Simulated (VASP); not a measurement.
# Ta5N (I4/m) in VASP: single point with PBE

Aim: the single point of Ta5N with PBE.

Everything below comes from runs of VASP 6.6.1. Logs are shortened: lines on timing, memory, paths and dates and some standing lists are left out, and cuts for length are marked.

**1. The cell of the first run**

Symmetry: I4/m, No. 87, tetragonal system. The conventional cell has a = 6.938 Å, b = 6.938 Å, c = 4.074 Å, α = 90.00°, β = 90.00°, γ = 90.00°. Ta (site symmetry 4/m) has 2 N at 2.04 Å within 2.7 Å. Ta (site symmetry m) has 1 N at 2.21 Å and 12 Ta at 2.97 to 3.13 Å within 3.2 Å. N (site symmetry 4/m) has 6 Ta at 2.04 to 2.21 Å within 2.7 Å.

**2. Single point, PBE**

Contents of INCAR:

```
SYSTEM = Ta5N
ALGO = Normal
EDIFF = 1E-6
ENCUT = 520
GGA = PE
ISIF = 2
ISMEAR = 0
LASPH = .True.
LCHARG = .False.
LREAL = .False.
LWAVE = .False.
NBANDS = 39
NELM = 100
PREC = Accurate
SIGMA = 0.2
```

Contents of KPOINTS:

```
k-points
0
Gamma
  5 5 5
  0 0 0
```

Contents of POSCAR:

```
Ta5N
1.0
   -3.4687957795      3.4687957795      2.0371327998
    3.4687957795     -3.4687957795      2.0371327998
    3.4687957795      3.4687957795     -2.0371327998
Ta N
5 1
Direct
    0.0000000000      0.0000000000      0.0000000000
    0.8020355177      0.6030665812      0.4051020989
    0.3969334188      0.8020355177      0.1989689365
    0.1979644823      0.3969334188      0.5948979011
    0.6030665812      0.1979644823      0.8010310635
    0.5000000000      0.5000000000      0.0000000000
```

Potentials or basis: VASP PAW PBE potentials, release 64 (Ta_pv, N).

The run is started by

```console
$ cat potpaw_PBE.64/Ta_pv/POTCAR potpaw_PBE.64/N/POTCAR > POTCAR
$ mpirun -np 1 vasp_std > vasp.out
```

OUTCAR:

```text
SYSTEM = Ta5N
   EDIFF = 1E-6
   ENCUT = 520
   GGA = PE
   ISIF = 2
   ISMEAR = 0
   LASPH = .True.
   LREAL = .False.
   NELM = 100
   PREC = Accurate

 ion  position               nearest neighbor table
   1  0.000  0.000  0.000-   6 2.04   6 2.04   5 3.01   5 3.01   3 3.01   3 3.01   4 3.01   2 3.01
                             4 3.01   2 3.01   4 3.08   2 3.08   3 3.08   5 3.08
   2  0.802  0.603  0.405-   6 2.21   4 2.97   4 2.97   5 2.99   5 2.99   3 2.99   3 2.99   1 3.01
                             1 3.01   1 3.08   4 3.10   3 3.13   5 3.13
   3  0.397  0.802  0.199-   6 2.21   5 2.97   5 2.97   4 2.99   4 2.99   2 2.99   2 2.99   1 3.01
                             1 3.01   1 3.08   5 3.10   2 3.13   4 3.13
   4  0.198  0.397  0.595-   6 2.21   2 2.97   2 2.97   3 2.99   3 2.99   5 2.99   5 2.99   1 3.01
                             1 3.01   1 3.08   2 3.10   5 3.13   3 3.13
   5  0.603  0.198  0.801-   6 2.21   3 2.97   3 2.97   2 2.99   2 2.99   4 2.99   4 2.99   1 3.01
                             1 3.01   1 3.08   3 3.10   4 3.13   2 3.13
   6  0.500  0.500  0.000-   1 2.04   1 2.04   5 2.21   3 2.21   2 2.21   4 2.21

  LATTYP: Found a body centered tetragonal cell.
 ALAT       =     6.9375915590
 C/A-ratio  =     0.5872737772

  Lattice vectors:

 A1 = (  -3.4687957795,   3.4687957795,   2.0371327998)
 A2 = (   3.4687957795,  -3.4687957795,   2.0371327998)
 A3 = (   3.4687957795,   3.4687957795,  -2.0371327998)

Analysis of symmetry for initial positions (statically):
=====================================================================
 Subroutine PRICEL returns:
 Original cell was already a primitive cell.

 Routine SETGRP: Setting up the symmetry group for a
 body centered tetragonal supercell.

 Subroutine GETGRP returns: Found  8 space group operations
 (whereof  8 operations were pure point group operations)
 out of a pool of 16 trial point group operations.

The static configuration has the point symmetry C_4h.

Analysis of symmetry for dynamics (positions and initial velocities):
=====================================================================
 Subroutine PRICEL returns:
 Original cell was already a primitive cell.

 Routine SETGRP: Setting up the symmetry group for a
 body centered tetragonal supercell.

 Subroutine GETGRP returns: Found  8 space group operations
 (whereof  8 operations were pure point group operations)
 out of a pool of 16 trial point group operations.

The dynamic configuration has the point symmetry C_4h.

 Subroutine INISYM returns: Found  8 space group operations
 (whereof  8 operations are pure point group operations),
 and found     1 'primitive' translations

----------------------------------------------------------------------------------------

                                     Primitive cell

  volume of cell :      98.0476

  direct lattice vectors                    reciprocal lattice vectors
    -3.468795780  3.468795780  2.037132800     0.000000000  0.144142242  0.245443007
     3.468795780 -3.468795780  2.037132800     0.144142242  0.000000000  0.245443007
     3.468795780  3.468795780 -2.037132800     0.144142242  0.144142242  0.000000000

  length of vectors
     5.311779209  5.311779209  5.311779209     0.284638816  0.284638816  0.203847913

  position of ions in fractional coordinates (direct lattice)
     0.000000000  0.000000000  0.000000000
     0.802035518  0.603066581  0.405102099
     0.396933419  0.802035518  0.198968937
     0.197964482  0.396933419  0.594897901
     0.603066581  0.197964482  0.801031063
     0.500000000  0.500000000  0.000000000

  ion indices of the primitive-cell ions
   primitive index   ion index
                 1           1
                 2           2
                 3           3
                 4           4
                 5           5
                 6           6

----------------------------------------------------------------------------------------

 KPOINTS: k-points

Automatic generation of k-mesh.
 Grid dimensions read from file:
 generate k-points for:    5    5    5

 Generating k-lattice:

  Cartesian coordinates                     Fractional coordinates (reciprocal lattice)
     0.000000000  0.028828448  0.049088601     0.200000000  0.000000000  0.000000000
     0.028828448  0.000000000  0.049088601     0.000000000  0.200000000  0.000000000
     0.028828448  0.028828448  0.000000000     0.000000000  0.000000000  0.200000000

  Length of vectors
     0.056927763  0.056927763  0.040769583

  Shift w.r.t. Gamma in fractional coordinates (k-lattice)
     0.000000000  0.000000000  0.000000000

 Subroutine IBZKPT returns following result:
 ===========================================

 Found     21 irreducible k-points:

 Following reciprocal coordinates:
            Coordinates               Weight
  0.000000  0.000000  0.000000      1.000000
  0.200000  0.000000  0.000000      8.000000
  0.400000  0.000000  0.000000      8.000000
  0.200000  0.200000  0.000000      8.000000
  0.400000  0.200000  0.000000      8.000000
 -0.200000 -0.400000 -0.000000      8.000000
[... 13 lines left out ...]
 -0.400000  0.400000  0.400000      4.000000
 -0.400000 -0.400000  0.400000      2.000000
   k-points           NKPTS =     21   k-points in BZ     NKDIM =     21   number of bands    NBANDS=     39
   number of dos      NEDOS =    301   number of ions     NIONS =      6
   total plane-waves  NPLWV =  64000
   dimension x,y,z NGX =    40 NGY =   40 NGZ =   40
   dimension x,y,z NGXF=    80 NGYF=   80 NGZF=   80
   ions per type =               5   1
   NGX,Y,Z   is equivalent  to a cutoff of  12.52, 12.52, 12.52 a.u.
   NGXF,Y,Z  is equivalent  to a cutoff of  25.04, 25.04, 25.04 a.u.
 SYSTEM =  Ta5N
   PREC   = accura    normal or accurate (medium, high low for compatibility)
   ISTART =      0    job   : 0-new  1-cont  2-samecut
   ICHARG =      2    charge: 1-file 2-atom 10-const
   ISPIN  =      1    spin polarized calculation?
   LNONCOLLINEAR =      F non collinear calculations
   LSORBIT =      F    spin-orbit coupling
   LASPH  =      T    aspherical Exc in radial PAW
   ENCUT  =  520.0 eV  38.22 Ry    6.18 a.u.   9.88  9.88  9.88*2*pi/ulx,y,z
   NELM   =    100;   NELMIN=  2; NELMDL= -5     # of ELM steps
   EDIFF  = 0.1E-05   stopping-criterion for ELM
   LREAL  =      F    real-space projection
   EDIFFG = 0.1E-04   stopping-criterion for IOM
   NSW    =      0    number of steps for IOM
   IBRION =     -1    ionic relax: 0-MD 1-quasi-New 2-CG
   NFREE  =      0    steps in history (QN), initial steepest desc. (CG)
   ISIF   =      2    stress and relaxation
   ISYM   =      2    0-nonsym 1-usesym 2-fastsym
   POTIM  = 0.5000    time-step for ionic-motion
   TEBEG  =    0.0;   TEEND  =   0.0 temperature during run
   PSTRESS=    0.0 pullay stress
   NELECT =      60.0000    total number of electrons
   NUPDOWN=      -1.0000    fix difference up-down
   EMIN   =  10.00;   EMAX   =-10.00  energy-range for DOS
   EFERMI =   0.00;   METHOD = LEGACY
   ISMEAR =     0;   SIGMA  =   0.20  broadening in eV -4-tet -1-fermi 0-gaus
   EFERMI_NEDOS =   21; number of points for ismear=-14 and -15
   IALGO  =     38    algorithm
   IMIX   =      4    mixing-type and parameters
     AMIX     =   0.40;   BMIX     =  1.00
     AMIX_MAG =   1.60;   BMIX_MAG =  1.00
  volume/ion in A,a.u.               =      16.34       110.28
  Fermi-wavevector in a.u.,A,eV,Ry     =   1.389887  2.626507 26.283561  1.931787
  Thomas-Fermi vector in A             =   2.513875
   LORBIT       =      0    0 simple, 1 ext, 2 COOP (PROOUT), +10 PAW based schemes
   GGA     = PE    functional components
   LHFCALC =     F    Hartree Fock is set to
   AEXX    =    0.0000 exact exchange contribution
   IVDW    =     0    specifies the selected vdW correction
   LEPSILON=     F    determine dielectric tensor
   LRPA    =     F    only Hartree local field effects (RPA)
 non-spin polarized calculation
 Gauss-broadening in eV      SIGMA  =   0.20
  energy-cutoff  :      520.00
  volume of cell :       98.05
 maximum number of plane-waves:      2657
   NGX = 19   NGY = 19   NGZ = 19

 number of electron      60.0000001 magnetization

 Free energy of the ion-electron system (eV)
  ---------------------------------------------------
  ext. energy  EPLUGINS =         0.00000000
  ---------------------------------------------------
  free energy    TOTEN  =       -69.42842464 eV

  energy without entropy =      -69.35115538  energy(sigma->0) =      -69.38979001

 E-fermi :   6.0261     XC(G=0): -12.5424

 val. band max:        6.0195451386   @ k =   0.0000   0.0000   0.0000
 cond. band min:       6.0453612776   @ k =  -0.2000   0.2000   0.0000
 fundamental gap:      0.0258161391
 Fermi energy:         6.0260616464

 k-point     1 :       0.0000    0.0000    0.0000
  band No.  band energies     occupation
      1     -28.6509      2.00000
      2     -28.6282      2.00000
      3     -28.6282      2.00000
      4     -28.6239      2.00000
      5     -28.5370      2.00000
      6     -28.3367      2.00000
[... 31 lines left out ...]
     38       9.4429      0.00000
     39      10.7009      0.00000

 k-point     2 :       0.2000    0.0000    0.0000
  band No.  band energies     occupation
      1     -28.8415      2.00000
      2     -28.6479      2.00000
      3     -28.6436      2.00000
      4     -28.5757      2.00000
      5     -28.4660      2.00000
      6     -28.3992      2.00000
[... 31 lines left out ...]
     38       9.2364      0.00000
     39       9.9074      0.00000

 k-point     3 :       0.4000    0.0000    0.0000
  band No.  band energies     occupation
      1     -28.9709      2.00000
      2     -28.6766      2.00000
      3     -28.6204      2.00000
      4     -28.5536      2.00000
      5     -28.4604      2.00000
      6     -28.3980      2.00000
[... 31 lines left out ...]
     38       9.6858      0.00000
     39      10.0550      0.00000

 k-point     4 :       0.2000    0.2000    0.0000
  band No.  band energies     occupation
      1     -28.9664      2.00000
      2     -28.7036      2.00000
      3     -28.6294      2.00000
      4     -28.5715      2.00000
      5     -28.4122      2.00000
      6     -28.3899      2.00000
[... 31 lines left out ...]
     38       9.3853      0.00000
     39       9.5767      0.00000
[... 628 lines left out ...]
     38       9.7436      0.00000
     39       9.7476      0.00000

 k-point    20 :      -0.4000    0.4000    0.4000
  band No.  band energies     occupation
      1     -28.8009      2.00000
      2     -28.6434      2.00000
      3     -28.5484      2.00000
      4     -28.4923      2.00000
      5     -28.3722      2.00000
      6     -28.3679      2.00000
[... 31 lines left out ...]
     38       9.7436      0.00000
     39       9.9205      0.00000

 k-point    21 :      -0.4000   -0.4000    0.4000
  band No.  band energies     occupation
      1     -28.8507      2.00000
      2     -28.6304      2.00000
      3     -28.5485      2.00000
      4     -28.5485      2.00000
      5     -28.5375      2.00000
      6     -28.2925      2.00000
[... 31 lines left out ...]
     38      10.1897      0.00000
     39      10.2839      0.00000

------------------------ aborting loop because EDIFF is reached ----------------------------------------

  FORCE on cell =-STRESS in cart. coord.  units (eV):
  Direction    XX          YY          ZZ          XY          YZ          ZX
  --------------------------------------------------------------------------------------
  -------------------------------------------------------------------------------------
  Total        0.0916044      0.0916044      0.5106370      0.0000001      0.0000000      0.0000000
  in kB        1.4968909      1.4968909      8.3442269      0.0000020      0.0000000      0.0000000
  external PRESSURE =       3.7793362 kB  Pullay stress =       0.0000000 kB

 VOLUME and BASIS-vectors are now :
 -----------------------------------------------------------------------------
  energy-cutoff  :      520.00
  volume of cell :       98.05
      direct lattice vectors                 reciprocal lattice vectors
    -3.468795780  3.468795780  2.037132800     0.000000000  0.144142242  0.245443007
     3.468795780 -3.468795780  2.037132800     0.144142242  0.000000000  0.245443007
     3.468795780  3.468795780 -2.037132800     0.144142242  0.144142242  0.000000000

 POSITION                                       TOTAL-FORCE (eV/Angst)
 -----------------------------------------------------------------------------------
      0.00000      0.00000      0.00000        -0.000000     -0.000000      0.000000
      0.71503      2.09540      2.03713         0.012429      0.001291      0.000000
      2.09540     -0.71503      2.03713         0.001291     -0.012429     -0.000000
      2.75376      1.37340      0.00000        -0.012429     -0.001291      0.000000
      1.37340      4.18383      0.00000        -0.001291      0.012429      0.000000
      0.00000      0.00000      2.03713        -0.000000     -0.000000      0.000000
 -----------------------------------------------------------------------------------
    total drift:                                0.000000      0.000000     -0.000000

  FREE ENERGIE OF THE ION-ELECTRON SYSTEM (eV)
  ---------------------------------------------------
  free  energy   TOTEN  =       -69.4284246440 eV

  energy  without entropy=      -69.3511553816  energy(sigma->0) =      -69.38979001
```

It took 60 s on 1 thread of Intel Xeon 6975P-C (Granite Rapids), shared host; peak memory 0.26 GiB.

Results:

| Property | Result |
| --- | --- |
| Free energy | -69.4284 eV |
| Pressure | 0.4 GPa |
| Largest force | 0.012 eV/Å |
| Band gap on the k mesh | zero (bands 30 and 31 overlap by 0.75 eV) |

Forces in eV/Å, atoms in the order of the input:
```
Ta   0.000  0.000  0.000
Ta   0.012  0.001  0.000
Ta   0.001 -0.012  0.000
Ta  -0.012 -0.001  0.000
Ta  -0.001  0.012  0.000
N    0.000  0.000  0.000
```

Levels at points of the mesh, in eV from the Fermi level:
| k point | band 28 | band 29 | band 30 | band 31 | band 32 | band 33 |
| --- | --- | --- | --- | --- | --- | --- |
| (0.00, 0.00, 0.00) | -1.41 | -0.12 | -0.12 | -0.01 | -0.01 | 0.26 |

Caveat: spin-orbit coupling is left out, which moves the levels of the heavy elements.

The gap in the log of VASP goes by the Fermi energy; the results here count the filled bands.